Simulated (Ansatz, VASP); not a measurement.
**One calculation of InP, two programs**

```xyz
2
Lattice="0.0000 2.9800 2.8906 2.9800 0.0000 2.8906 2.9800 2.9800 0.0000" Properties=species:S:1:pos:R:3 pbc="T T T"
In    0.0000    0.0000    0.0000
P     4.4701    4.4701    4.3359
```

Change from the starting cell: strain +0.000 along x and y, -0.030 along z, atoms carried along.

Alike in both runs: task single point; functional PBE; k mesh 10 × 10 × 10; occupations gaussian, width 0.05 eV; no spin polarisation.

|  | VASP | Ansatz |
| --- | --- | --- |
| version | VASP 6.6.1 | Ansatz 0.2.0 |
| potentials or method | VASP PAW PBE potentials, release 64 (In_d, P), cutoff 520 eV | scalar-relativistic, plane waves, PAW |
| valence electrons in the cell | 18 | 18 |

|  | VASP | Ansatz | Ansatz less VASP |
| --- | --- | --- | --- |
| gap on the k mesh at the Fermi level (eV) | 0.51 | 0.51 | +0.003 |
| least direct gap on the mesh (eV) | 0.51 | 0.51 | +0.003 |
| pressure (GPa) | 1.8 | 1.9 | +0.06 |
| traceless stress, the component that is largest in VASP (GPa) | 0.77 | 0.77 | -0.001 |
